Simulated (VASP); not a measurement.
# SnTe (I4/mmm) in VASP: a series of runs

The runs below take SnTe through single point, with PBE.

All numbers are computed with VASP 6.6.1; they aren't measurements. Logs are shortened: lines on timing, memory, paths and dates and some standing lists are left out, and cuts for length are marked.

## (1) The cell of the first run

It takes space group I4/mmm (No. 139, tetragonal). Conventional cell: a = 4.576 Å, b = 4.576 Å, c = 6.629 Å, α = 90.00°, β = 90.00°, γ = 90.00°. Sn (site symmetry 4/mmm) has 6 Te at 3.24 to 3.31 Å within 4.3 Å. Te (site symmetry 4/mmm) has 6 Sn at 3.24 to 3.31 Å within 4.3 Å.

## (2) Single point, PBE (strain +0.025 along x and y, +0.050 along z)

INCAR reads:

```
SYSTEM = SnTe
PREC     = Accurate       ! precision mode
ENCUT    = 520            ! plane-wave cutoff, eV
EDIFF    = 1E-6           ! SCF threshold, eV
ISMEAR   = 0              ! smearing method
SIGMA    = 0.03           ! smearing width, eV
LREAL    = .False.        ! projectors in reciprocal space
LASPH    = .True.         ! aspherical terms in the spheres
NELM     = 80             ! most SCF steps
ALGO     = Normal         ! electronic algorithm
ISIF     = 2              ! what is computed and relaxed
LWAVE    = .False.        ! write WAVECAR
LCHARG   = .False.        ! write CHGCAR
GGA      = PE             ! functional
NBANDS   = 17             ! bands
```

KPOINTS reads:

```
regular mesh
0
Gamma
  10 10 10
  0 0 0
```

POSCAR reads:

```
SnTe
1.0
    0.0000000000      3.2354125000      3.3143250000
    3.2354125000      0.0000000000      3.3143250000
    3.2354125000      3.2354125000      0.0000000000
Sn Te
1 1
Direct
    0.0000000000      0.0000000000      0.0000000000
    0.5000000000      0.5000000000      0.5000000000
```

Potentials or basis: VASP PAW PBE potentials, release 64 (Sn_d, Te).

Launch:

```console
$ cat potpaw_PBE.64/Sn_d/POTCAR potpaw_PBE.64/Te/POTCAR > POTCAR
$ mpirun -np 1 vasp_std > vasp.out
```

OUTCAR:

```text
SYSTEM = SnTe
   PREC = Accurate
   ENCUT = 520
   EDIFF = 1E-6
   ISMEAR = 0
   LREAL = .False.
   LASPH = .True.
   NELM = 80
   ISIF = 2
   GGA = PE

 ion  position               nearest neighbor table
   1  0.000  0.000  0.000-   2 3.24   2 3.24   2 3.24   2 3.24   2 3.31   2 3.31
   2  0.500  0.500  0.500-   1 3.24   1 3.24   1 3.24   1 3.24   1 3.31   1 3.31

  LATTYP: Found a body centered tetragonal cell.
 ALAT       =     4.5755642374
 C/A-ratio  =     1.4487065761

  Lattice vectors:

 A1 = (  -3.2354125000,   0.0000000000,   3.3143250000)
 A2 = (   3.2354125000,   0.0000000000,   3.3143250000)
 A3 = (   0.0000000000,   3.2354125000,  -3.3143250000)

Analysis of symmetry for initial positions (statically):
=====================================================================
 Subroutine PRICEL returns:
 Original cell was already a primitive cell.

 Routine SETGRP: Setting up the symmetry group for a
 body centered tetragonal supercell.

 Subroutine GETGRP returns: Found 16 space group operations
 (whereof 16 operations were pure point group operations)
 out of a pool of 16 trial point group operations.

The static configuration has the point symmetry D_4h.

Analysis of symmetry for dynamics (positions and initial velocities):
=====================================================================
 Subroutine PRICEL returns:
 Original cell was already a primitive cell.

 Routine SETGRP: Setting up the symmetry group for a
 body centered tetragonal supercell.

 Subroutine GETGRP returns: Found 16 space group operations
 (whereof 16 operations were pure point group operations)
 out of a pool of 16 trial point group operations.

The dynamic configuration has the point symmetry D_4h.

 Subroutine INISYM returns: Found 16 space group operations
 (whereof 16 operations are pure point group operations),
 and found     1 'primitive' translations

----------------------------------------------------------------------------------------

                                     Primitive cell

  volume of cell :      69.3880

  direct lattice vectors                    reciprocal lattice vectors
     0.000000000  3.235412500  3.314325000    -0.154539800  0.154539800  0.150860281
     3.235412500  0.000000000  3.314325000     0.154539800 -0.154539800  0.150860281
     3.235412500  3.235412500  0.000000000     0.154539800  0.154539800 -0.150860281

  length of vectors
     4.631699931  4.631699931  4.575564237     0.265563408  0.265563408  0.265563408

  position of ions in fractional coordinates (direct lattice)
     0.000000000  0.000000000  0.000000000
     0.500000000  0.500000000  0.500000000

  ion indices of the primitive-cell ions
   primitive index   ion index
                 1           1
                 2           2

----------------------------------------------------------------------------------------

 KPOINTS: regular mesh

Automatic generation of k-mesh.
 Grid dimensions read from file:
 generate k-points for:   10   10   10

 Generating k-lattice:

  Cartesian coordinates                     Fractional coordinates (reciprocal lattice)
    -0.015453980  0.015453980  0.015086028     0.100000000 -0.000000000  0.000000000
     0.015453980 -0.015453980  0.015086028    -0.000000000  0.100000000  0.000000000
     0.015453980  0.015453980 -0.015086028     0.000000000  0.000000000  0.100000000

  Length of vectors
     0.026556341  0.026556341  0.026556341

  Shift w.r.t. Gamma in fractional coordinates (k-lattice)
     0.000000000  0.000000000  0.000000000

 Subroutine IBZKPT returns following result:
 ===========================================

 Found    102 irreducible k-points:

 Following reciprocal coordinates:
            Coordinates               Weight
  0.000000  0.000000  0.000000      1.000000
  0.100000  0.000000  0.000000      8.000000
  0.200000  0.000000  0.000000      8.000000
  0.300000  0.000000  0.000000      8.000000
  0.400000  0.000000  0.000000      8.000000
  0.500000  0.000000  0.000000      4.000000
[... 16 lines left out ...]
  0.300000  0.300000  0.000000      2.000000
  0.400000  0.300000  0.000000      8.000000
 [... further k-points ...]
   k-points           NKPTS =    102   k-points in BZ     NKDIM =    102   number of bands    NBANDS=     17
   number of dos      NEDOS =    301   number of ions     NIONS =      2
   total plane-waves  NPLWV =  46656
   dimension x,y,z NGX =    36 NGY =   36 NGZ =   36
   dimension x,y,z NGXF=    72 NGYF=   72 NGZF=   72
   ions per type =               1   1
   NGX,Y,Z   is equivalent  to a cutoff of  12.92, 12.92, 13.08 a.u.
   NGXF,Y,Z  is equivalent  to a cutoff of  25.84, 25.84, 26.16 a.u.
 SYSTEM =  SnTe
   PREC   = accura    normal or accurate (medium, high low for compatibility)
   ISTART =      0    job   : 0-new  1-cont  2-samecut
   ICHARG =      2    charge: 1-file 2-atom 10-const
   ISPIN  =      1    spin polarized calculation?
   LNONCOLLINEAR =      F non collinear calculations
   LSORBIT =      F    spin-orbit coupling
   LASPH  =      T    aspherical Exc in radial PAW
   ENCUT  =  520.0 eV  38.22 Ry    6.18 a.u.   8.61  8.61  8.51*2*pi/ulx,y,z
   NELM   =     80;   NELMIN=  2; NELMDL= -5     # of ELM steps
   EDIFF  = 0.1E-05   stopping-criterion for ELM
   LREAL  =      F    real-space projection
   EDIFFG = 0.1E-04   stopping-criterion for IOM
   NSW    =      0    number of steps for IOM
   IBRION =     -1    ionic relax: 0-MD 1-quasi-New 2-CG
   NFREE  =      0    steps in history (QN), initial steepest desc. (CG)
   ISIF   =      2    stress and relaxation
   ISYM   =      2    0-nonsym 1-usesym 2-fastsym
   POTIM  = 0.5000    time-step for ionic-motion
   TEBEG  =    0.0;   TEEND  =   0.0 temperature during run
   PSTRESS=    0.0 pullay stress
   NELECT =      20.0000    total number of electrons
   NUPDOWN=      -1.0000    fix difference up-down
   EMIN   =  10.00;   EMAX   =-10.00  energy-range for DOS
   EFERMI =   0.00;   METHOD = LEGACY
   ISMEAR =     0;   SIGMA  =   0.03  broadening in eV -4-tet -1-fermi 0-gaus
   EFERMI_NEDOS =   21; number of points for ismear=-14 and -15
   IALGO  =     38    algorithm
   IMIX   =      4    mixing-type and parameters
     AMIX     =   0.40;   BMIX     =  1.00
     AMIX_MAG =   1.60;   BMIX_MAG =  1.00
  volume/ion in A,a.u.               =      34.69       234.13
  Fermi-wavevector in a.u.,A,eV,Ry     =   1.081409  2.043567 15.911274  1.169446
  Thomas-Fermi vector in A             =   2.217425
   LORBIT       =      0    0 simple, 1 ext, 2 COOP (PROOUT), +10 PAW based schemes
   GGA     = PE    functional components
   LHFCALC =     F    Hartree Fock is set to
   AEXX    =    0.0000 exact exchange contribution
   IVDW    =     0    specifies the selected vdW correction
   LEPSILON=     F    determine dielectric tensor
   LRPA    =     F    only Hartree local field effects (RPA)
 non-spin polarized calculation
 Gauss-broadening in eV      SIGMA  =   0.03
  energy-cutoff  :      520.00
  volume of cell :       69.39
 maximum number of plane-waves:      1888
   NGX = 17   NGY = 17   NGZ = 17

 number of electron      19.9999997 magnetization

 Free energy of the ion-electron system (eV)
  ---------------------------------------------------
  ext. energy  EPLUGINS =         0.00000000
  ---------------------------------------------------
  free energy    TOTEN  =        -7.53611476 eV

  energy without entropy =       -7.53611469  energy(sigma->0) =       -7.53611473

 E-fermi :   5.7019     XC(G=0):  -9.0351

 val. band max:        5.6193434667   @ k =   0.5000   0.0000   0.0000
 cond. band min:       5.7844501248   @ k =   0.5000   0.0000   0.0000
 fundamental gap:      0.1651066581
 Fermi energy:         5.7018969434

 k-point     1 :       0.0000    0.0000    0.0000
  band No.  band energies     occupation
      1     -16.1692      2.00000
      2     -16.1653      2.00000
      3     -16.1653      2.00000
      4     -16.1564      2.00000
      5     -16.1554      2.00000
      6      -6.3619      2.00000
[... 9 lines left out ...]
     16      10.7118      0.00000
     17      12.2695      0.00000

 k-point     2 :       0.1000    0.0000    0.0000
  band No.  band energies     occupation
      1     -16.1694      2.00000
      2     -16.1651      2.00000
      3     -16.1650      2.00000
      4     -16.1566      2.00000
      5     -16.1551      2.00000
      6      -6.2903      2.00000
[... 9 lines left out ...]
     16      10.8939      0.00000
     17      12.8027      0.00000

 k-point     3 :       0.2000    0.0000    0.0000
  band No.  band energies     occupation
      1     -16.1698      2.00000
      2     -16.1647      2.00000
      3     -16.1643      2.00000
      4     -16.1572      2.00000
      5     -16.1543      2.00000
      6      -6.0851      2.00000
[... 9 lines left out ...]
     16      11.4111      0.00000
     17      14.0430      0.00000

 k-point     4 :       0.3000    0.0000    0.0000
  band No.  band energies     occupation
      1     -16.1705      2.00000
      2     -16.1641      2.00000
      3     -16.1638      2.00000
      4     -16.1575      2.00000
      5     -16.1531      2.00000
      6      -5.7825      2.00000
[... 9 lines left out ...]
     16      12.2341      0.00000
     17      15.4777      0.00000
[... 343 lines left out ...]
      1     -16.1701      2.00000
      2     -16.1645      2.00000
      3     -16.1630      2.00000
      4     -16.1590      2.00000
      5     -16.1520      2.00000
      6      -5.6732      2.00000
[... 9 lines left out ...]
     16      13.2403      0.00000
     17      14.0347      0.00000

 k-point    23 :       0.3000    0.3000    0.0000
  band No.  band energies     occupation
      1     -16.1747      2.00000
      2     -16.1611      2.00000
      3     -16.1611      2.00000
      4     -16.1568      2.00000
      5     -16.1547      2.00000
      6      -5.6616      2.00000
[... 9 lines left out ...]
     16      14.0449      0.00000
     17      14.0475      0.00000

 k-point    24 :       0.4000    0.3000    0.0000
  band No.  band energies     occupation
      1     -16.1757      2.00000
      2     -16.1605      2.00000
      3     -16.1604      2.00000
      4     -16.1566      2.00000
      5     -16.1546      2.00000
      6      -5.4512      2.00000
[... 9 lines left out ...]
     16      14.7249      0.00000
     17      15.0468      0.00000

 [... further k-points ...]

------------------------ aborting loop because EDIFF is reached ----------------------------------------

  FORCE on cell =-STRESS in cart. coord.  units (eV):
  Direction    XX          YY          ZZ          XY          YZ          ZX
  --------------------------------------------------------------------------------------
  -------------------------------------------------------------------------------------
  Total       -0.5218553     -0.5218553     -1.3977537      0.0000000     -0.0000000     -0.0000000
  in kB      -12.0497001    -12.0497001    -32.2742993      0.0000000     -0.0000000     -0.0000000
  external PRESSURE =     -18.7912332 kB  Pullay stress =       0.0000000 kB

 VOLUME and BASIS-vectors are now :
 -----------------------------------------------------------------------------
  energy-cutoff  :      520.00
  volume of cell :       69.39
      direct lattice vectors                 reciprocal lattice vectors
     0.000000000  3.235412500  3.314325000    -0.154539800  0.154539800  0.150860281
     3.235412500  0.000000000  3.314325000     0.154539800 -0.154539800  0.150860281
     3.235412500  3.235412500  0.000000000     0.154539800  0.154539800 -0.150860281

 POSITION                                       TOTAL-FORCE (eV/Angst)
 -----------------------------------------------------------------------------------
      0.00000      0.00000      0.00000         0.000000     -0.000000      0.000000
      3.23541      3.23541      3.31433        -0.000000      0.000000     -0.000000
 -----------------------------------------------------------------------------------
    total drift:                               -0.000000      0.000000      0.000000

  FREE ENERGIE OF THE ION-ELECTRON SYSTEM (eV)
  ---------------------------------------------------
  free  energy   TOTEN  =        -7.5361147604 eV

  energy  without entropy=       -7.5361146907  energy(sigma->0) =       -7.53611473
```

It took 2.9 min on 1 thread of AMD EPYC 7R43 (Zen 3), shared host; peak memory 0.25 GiB.

Results:

```yaml
Free_energy: -7.5361 eV
Pressure: -1.9 GPa
Band_gap_on_the_k_mesh: 0.17 eV
```

Caveat: the cell differs from its parent crystal (strain +0.025 along x and y, +0.050 along z); spin-orbit coupling is left out, which moves the levels of the heavy elements.

## (3) Single point, PBE (strain +0.050 along x and y, +0.025 along z)

INCAR reads:

```
SYSTEM = SnTe
ALGO     = Normal         ! electronic algorithm
EDIFF    = 1E-7           ! SCF threshold, eV
ENCUT    = 520            ! plane-wave cutoff, eV
GGA      = PE             ! functional
ISIF     = 2              ! what is computed and relaxed
ISMEAR   = 0              ! smearing method
LASPH    = .True.         ! aspherical terms in the spheres
LCHARG   = .False.        ! write CHGCAR
LREAL    = .False.        ! projectors in reciprocal space
LWAVE    = .False.        ! write WAVECAR
NBANDS   = 17             ! bands
NELM     = 100            ! most SCF steps
PREC     = Accurate       ! precision mode
SIGMA    = 0.03           ! smearing width, eV
```

KPOINTS reads:

```
k-points
0
Gamma
  10 10 10
  0 0 0
```

POSCAR reads:

```
SnTe
1.0
    0.0000000000      3.3143250000      3.2354125000
    3.3143250000      0.0000000000      3.2354125000
    3.3143250000      3.3143250000      0.0000000000
Sn Te
1 1
Direct
    0.0000000000      0.0000000000      0.0000000000
    0.5000000000      0.5000000000      0.5000000000
```

Potentials or basis: VASP PAW PBE potentials, release 64 (Sn_d, Te).

Launch:

```console
$ cat potpaw_PBE.64/Sn_d/POTCAR potpaw_PBE.64/Te/POTCAR > POTCAR
$ mpirun -np 1 vasp_std > vasp.out
```

It took 3.3 min on 1 thread of AMD EPYC 7R43 (Zen 3), shared host; peak memory 0.25 GiB.

It converged, with:

* Free energy: -7.5124 eV
* Pressure: -2.6 GPa
* Band gap on the k mesh: 0.23 eV

Stress tensor (GPa, compression positive):
```
-3.24  0.00  0.00
 0.00 -3.24  0.00
 0.00  0.00 -1.25
```

Levels at points of the mesh, in eV from the valence-band top:
| k point | band 6 | band 7 | band 8 | band 9 | band 10 | band 11 | band 12 | band 13 | band 14 | band 15 |
| --- | --- | --- | --- | --- | --- | --- | --- | --- | --- | --- |
| (0.00, 0.00, 0.00) | -11.78 | -4.98 | -1.82 | -1.58 | -1.58 | 3.05 | 3.05 | 3.57 | 5.07 | 5.07 |
| (0.50, 0.00, 0.00) | -10.80 | -7.58 | -1.38 | -1.34 | 0.00 | 0.23 | 0.65 | 0.74 | 7.64 | 8.47 |
| (0.50, 0.50, 0.00) | -10.54 | -6.31 | -4.61 | -3.04 | -3.04 | 2.77 | 4.41 | 4.41 | 5.87 | 8.83 |
| (0.50, 0.00, 0.50) | -10.64 | -6.20 | -4.55 | -3.12 | -2.86 | 2.83 | 4.23 | 4.79 | 5.51 | 8.79 |

Caveat: the cell differs from its parent crystal (strain +0.050 along x and y, +0.025 along z); spin-orbit coupling is left out, which moves the levels of the heavy elements.

## (4) Single point, PBE (strain -0.025 along x and y, +0.025 along z)

INCAR, as its differences from that of step 3:

```diff
@@ -12,3 +12,3 @@
 NBANDS   = 17             ! bands
-NELM     = 100            ! most SCF steps
+NELM     = 80             ! most SCF steps
 PREC     = Accurate       ! precision mode
```

KPOINTS is that of step 3.

POSCAR reads:

```
SnTe
1.0
    0.0000000000      3.0775875000      3.2354125000
    3.0775875000      0.0000000000      3.2354125000
    3.0775875000      3.0775875000      0.0000000000
Sn Te
1 1
Direct
    0.0000000000      0.0000000000      0.0000000000
    0.5000000000      0.5000000000      0.5000000000
```

Launch:

```console
$ cat potpaw_PBE.64/Sn_d/POTCAR potpaw_PBE.64/Te/POTCAR > POTCAR
$ mpirun -np 1 vasp_std > vasp.out
```

It took 55 s on 1 thread of Intel Xeon 6975P-C (Granite Rapids), shared host; peak memory 0.26 GiB.

Results (log left out):

| Quantity | Value |
| --- | --- |
| Free energy | -7.4757 eV |
| Pressure | 3.7 GPa |
| Band gap on the k mesh | 0.21 eV (least direct gap 0.32 eV) |

Stress tensor (GPa, compression positive):
```
 5.96  0.00  0.00
 0.00  5.96  0.00
 0.00  0.00 -0.82
```

Levels at points of the mesh, in eV from the valence-band top:
```csv
k point,band 8,band 9,band 10,band 11,band 12,band 13
"(0.00, 0.00, 0.00)",-2.34,-2.34,-1.81,2.66,3.86,3.86
"(0.50, 0.00, 0.00)",-1.91,-1.75,-0.07,0.25,0.40,0.48
"(0.50, 0.50, 0.00)",-5.62,-3.73,-3.73,2.22,5.23,5.23
"(0.50, 0.00, 0.50)",-5.73,-4.13,-3.56,2.10,4.36,5.68
```

Caveat: the cell differs from its parent crystal (strain -0.025 along x and y, +0.025 along z); the cell stands under pressure; spin-orbit coupling is left out, which moves the levels of the heavy elements. A k mesh can miss the band edges.

## (5) Overview

| cell | gap on the mesh (eV) | pressure (GPa) |
| --- | --- | --- |
| a = 4.632, b = 4.632, c = 4.576 Å, angles 60.4, 60.4, 59.2°, 2 atoms | 0.17 | -1.9 |
| a = 4.632, b = 4.632, c = 4.687 Å, angles 59.6, 59.6, 60.8°, 2 atoms | 0.23 | -2.6 |
| a = 4.465, b = 4.465, c = 4.352 Å, angles 60.8, 60.8, 58.3°, 2 atoms | 0.21 | 3.7 |

Alike in all rows: task single point; level PBE; potentials or basis VASP PAW PBE potentials, release 64 (Sn_d, Te); no spin polarisation; k mesh 10 × 10 × 10; cutoff (eV) 520; smearing gaussian 0.03 eV.

Caveats: spin-orbit coupling is left out, which moves the levels of the heavy elements; the cell stands under pressure (at least some runs).

Absolute energies hang on the potentials; compare differences alone.
